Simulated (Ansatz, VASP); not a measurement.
# La3YO2: VASP beside Ansatz

```xyz
6
Lattice="5.2998 0.0000 0.0000 0.0000 5.2998 0.0000 0.0000 0.0000 4.8676" Properties=species:S:1:pos:R:3 pbc="T T T"
La    2.6499    2.6499    0.0000
La    0.0000    2.6499    2.4338
La    2.6499    0.0000    2.4338
Y     0.0000    0.0000    0.0000
O     2.6499    2.6499    2.4338
O     0.0000    0.0000    2.4338
```

Alike in both runs: functional PBE; k mesh 6 × 6 × 6; occupations gaussian, width 0.1 eV; no spin polarisation.

Ansatz relaxed the structure, and its values are those at the end. VASP's run is a single point on that final structure, the one shown.

|  | VASP | Ansatz |
| --- | --- | --- |
| version | VASP 6.6.1 | Ansatz 0.2.0 |
| potentials or method | VASP PAW PBE potentials, release 64 (La, Y_sv, O), cutoff 520 eV | scalar-relativistic, plane waves, PAW |
| valence electrons in the cell | 56 | 56 |

Ansatz gave:

| Property | Result |
| --- | --- |
| gap on the k mesh at the Fermi level (eV) | none |
| pressure (GPa) | 0.0 |

Problem. What did VASP give for the same quantities?

Solution. gap on the k mesh at the Fermi level (eV): none; pressure (GPa): -0.1.

A gap of «none» marks a metal or a gap that the smearing closes. The functional is the same, so the differences come from potentials, cutoffs and numerics.

Spin-orbit coupling is off throughout.
